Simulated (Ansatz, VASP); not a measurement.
**Two plane-wave programs on Ni**

INCAR

```
SYSTEM = Ni
  PREC = Accurate
  ENCUT = 590
  EDIFF = 1E-6
  ISMEAR = 0
  SIGMA = 0.1
  LREAL = .False.
  LASPH = .True.
  NELM = 200
  ALGO = Normal
  ISIF = 2
  LWAVE = .False.
  LCHARG = .False.
  ISPIN = 2
  MAGMOM = 2
  LORBIT = 11
  LMAXMIX = 4
  GGA = PE
  NBANDS = 19
  GGA_COMPAT = .False.
```

The input KPOINTS:

```
regular mesh
0
Gamma
  10 10 10
  0 0 0
```

POSCAR

```
Ni
1.0
   -1.4150689707      1.4150689707      1.3230261788
    1.4150689707     -1.4150689707      1.3230261788
    1.4150689707      1.4150689707     -1.3230261788
Ni
1
Direct
    0.0000000000      0.0000000000      0.0000000000
```

Input for Ansatz:

```yaml
crystal:
  lattice:
    - [-1.4150689707, 1.4150689707, 1.3230261788]
    - [1.4150689707, -1.4150689707, 1.3230261788]
    - [1.4150689707, 1.4150689707, -1.3230261788]
  atoms:
    - { symbol: Ni, position: [0.0, 0.0, 0.0], spin: 2.0 }
basis:
  ecutwfc: 420
kpoints:
  mp_grid: { grid: [10, 10, 10] }
hamiltonian:
  xc: pbe
scf:
  occupations: { method: gaussian, width: 0.1 }
  lower_state_search: "off"
output:
  forces: true
  stress: true
  eigenvalues: true
  populations: true
magnetization:
  spin_polarized: true
```

Alike in both runs: task single point; functional PBE; k mesh 10 × 10 × 10; occupations gaussian, width 0.1 eV; collinear spin.

|  | VASP | Ansatz |
| --- | --- | --- |
| version | VASP 6.6.1 | Ansatz 0.2.0 |
| potentials or method | VASP PAW PBE potentials, release 64 (Ni_sv_GW), cutoff 590 eV | scalar-relativistic, plane waves, PAW |
| valence electrons in the cell | 18 | 18 |

```tsv
	VASP	Ansatz	Ansatz less VASP
gap on the k mesh at the Fermi level (eV)	none	none	-
pressure (GPa)	4.0	8.0	+3.99
traceless stress, the component that is largest in VASP (GPa)	-4.20	-4.13	+0.070
net moment per atom (μB)	0.60	0.61	+0.001
size of the moment on the site where the two differ most (μB)	0.64	0.64	+0.002
```

Site moments also hang on the region over which each program counts them. A gap of «none» marks a metal or a gap that the smearing closes.
